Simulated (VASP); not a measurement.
Runs of VASP 6.6.1 on Sn2Sb. The structure is that of space group P6/mmm (No. 191), or close to it. The cells are those of the table. 

```csv
task,cell,k mesh,cutoff (eV),gap on the mesh (eV),pressure (GPa),relaxed volume (Å³/atom)
single point,"a = 5.324, b = 5.324, c = 3.384 Å, angles 90.0, 90.0, 120.0°, 3 atoms",6 × 6 × 6,520,none,-0.1,-
relaxation of cell and atoms,"relaxed from a = 4.300, b = 4.300, c = 4.643 Å, angles 90.0, 90.0, 120.0°, 3 atoms",6 × 6 × 4,600,none,0.1,(a)
relaxation of cell and atoms,"relaxed from a = 5.284, b = 5.284, c = 3.448 Å, angles 90.0, 90.0, 120.0°, 3 atoms",6 × 6 × 6,600,-,-0.1,27.70
single point,"a = 5.444, b = 5.444, c = 3.236 Å, angles 90.0, 90.0, 120.0°, 3 atoms",12 × 12 × 14,520,none,-0.1,-
single point,"a = 4.300, b = 4.300, c = 4.643 Å, angles 90.0, 90.0, 120.0°, 3 atoms",6 × 6 × 4,520,none,24.8,-
```

Alike in all rows: level PBE; potentials or basis VASP PAW PBE potentials, release 64 (Sn_d, Sb); no spin polarisation; smearing gaussian 0.1 eV.

**Question.** Fill in the values left out.

**Answer.** (a) 27.71.

Caveats: spin-orbit coupling is left out, which moves the levels of the heavy elements; the highest band is partly filled, so the run has too few bands (at least some runs); a cell axis changed by over 15 % at a fixed basis, so the end point is rough (at least some runs); the stress differs along the axes, from 6 to 34 GPa (at least some runs).

A k mesh can miss the band edges, and the runs leave out spin-orbit coupling on Sb, Sn.

A gap of «none» marks levels without a gap at the run's occupations.
